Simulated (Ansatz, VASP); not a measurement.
## BP in VASP and in Ansatz

File POSCAR:

```
BP
1.0
    0.0000000000      2.3597600000      2.1782400000
    2.3597600000      0.0000000000      2.1782400000
    2.3597600000      2.3597600000      0.0000000000
B P
1 1
Direct
    0.0000000000      0.0000000000      0.0000000000
    0.7500000000      0.7500000000      0.7500000000
```

The input INCAR.step1:

```
  PREC = Accurate
  ENCUT = 520
  ISMEAR = 0
  SIGMA = 0.05
  LREAL = False
  LASPH = True
  NELM = 60
  NBANDS = 11
  GGA = PE
  ALGO = Normal
  EDIFF = 1E-4
  LWAVE = True
  LCHARG = False
```

INCAR.step2

```
  PREC = Accurate
  ENCUT = 520
  EDIFF = 1E-6
  ISMEAR = 0
  SIGMA = 0.05
  LREAL = False
  LASPH = True
  NELM = 60
  ALGO = Normal
  ISIF = 2
  LWAVE = False
  LCHARG = False
  METAGGA = R2SCAN
  LMIXTAU = True
  NBANDS = 11
  ISTART = 1
```

The input KPOINTS:

```
regular mesh
0
Gamma
  10 10 10
```

Input for Ansatz:

```yaml
crystal:
  lattice:
    - [0.0, 2.35976, 2.17824]
    - [2.35976, 0.0, 2.17824]
    - [2.35976, 2.35976, 0.0]
  atoms:
    - { symbol: B, position: [0.0, 0.0, 0.0] }
    - { symbol: P, position: [0.75, 0.75, 0.75] }
basis:
  ecutwfc: 500
kpoints:
  mp_grid: { grid: [10, 10, 10] }
hamiltonian:
  xc: r2scan
scf:
  occupations: { method: gaussian, width: 0.05 }
output:
  forces: true
  stress: true
  eigenvalues: true
```

Change from the starting cell: strain +0.040 along x and y, -0.040 along z, atoms carried along.

Alike in both runs: task single point; functional r2SCAN; k mesh 10 × 10 × 10; occupations gaussian, width 0.05 eV; no spin polarisation.

```csv
,VASP,Ansatz
version,VASP 6.6.1,Ansatz 0.2.0
potentials or method,"VASP PAW PBE potentials, release 64 (B, P), cutoff 520 eV","scalar-relativistic, plane waves, PAW"
valence electrons in the cell,8,8
```

VASP gave:

* gap on the k mesh at the Fermi level (eV): 0.28
* least direct gap on the mesh (eV): 2.78
* pressure (GPa): -6.6
* traceless stress, the component that is largest in VASP (GPa): 13.32

Problem. Which values does Ansatz return?

Solution. gap on the k mesh at the Fermi level (eV): 0.26; least direct gap on the mesh (eV): 2.75; pressure (GPa): -6.1; traceless stress, the component that is largest in VASP (GPa): 13.26.

VASP's potentials were made for PBE, not for r2SCAN. The functional is the same, so the differences come from potentials, cutoffs and numerics.
